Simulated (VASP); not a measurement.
Write the native input for VASP 6.6.1 that does the following.

| Quantity | Value |
| --- | --- |
| Task | single point |
| Functional | PBEsol |
| Potentials or basis | VASP PAW PBE potentials, release 64 (Fe, Si) |
| Cutoff | 520 eV |
| k mesh | 6 × 6 × 6 |
| Occupations | fermi-dirac, width 0.05 eV |
| Spin | collinear spin, ferromagnetic start |
| Starting moments | [4.5, 4.5, 4.5, 4.5, 0.0, 0.0, 0.0, 0.0] μB |
| Dipole correction | no |
| Further INCAR settings | ALGO = Normal; EDIFF = 1e-06; NBANDS = 38 |

The structure of FeSi lies in POSCAR:

```
FeSi
1.0
    4.5507000000      0.0000000000      0.0000000000
    0.0000000000      4.5507000000      0.0000000000
    0.0000000000      0.0000000000      4.5507000000
Fe Si
4 4
Direct
    0.8634800000      0.6365200000      0.3634800000
    0.6365200000      0.3634800000      0.8634800000
    0.3634800000      0.8634800000      0.6365200000
    0.1365200000      0.1365200000      0.1365200000
    0.1576000000      0.3424000000      0.6576000000
    0.3424000000      0.6576000000      0.1576000000
    0.6576000000      0.1576000000      0.3424000000
    0.8424000000      0.8424000000      0.8424000000
```

One way to write it, as run:

INCAR

```
SYSTEM = FeSi
PREC = Accurate ; ENCUT = 520
EDIFF = 1E-6 ; ISMEAR = -1
SIGMA = 0.05 ; LREAL = .FALSE.
LASPH = .TRUE. ; NELM = 150
ALGO = Normal ; ISIF = 2
LWAVE = .FALSE. ; LCHARG = .TRUE.
ISPIN = 2 ; MAGMOM = 4.5 4.5 4.5 4.5 0 0 0 0
LORBIT = 11 ; LMAXMIX = 4
GGA = PS ; LELF = .TRUE.
LVHAR = .TRUE. ; NBANDS = 38
```

KPOINTS

```
regular mesh
0
G
  6 6 6
  0 0 0
```

Potentials or basis: VASP PAW PBE potentials, release 64 (Fe, Si).

The run is started by

```sh
$ cat potpaw_PBE.64/Fe/POTCAR potpaw_PBE.64/Si/POTCAR > POTCAR
$ mpirun -np 1 vasp_std > vasp.out
```

It gave:

The pressure is -16.4 GPa and the largest force is 0.053 eV/Å. The net moment is 3.60 μB per cell. The site moments are Fe +0.98; Si -0.04 μB and the valence electrons inside the program's atomic spheres are Fe 7.48; Si 1.59.

Caveat: the PAW data sets were made with another functional, which shifts forces and pressure a little; the moment fell far below its start of 4.5 μB, so a state of higher moment may lie lower in energy.

Run time: 2.3 min on 1 thread of Intel(R) Xeon(R) Platinum 8488C (Sapphire Rapids) (shared host), peak memory 0.3 GiB.
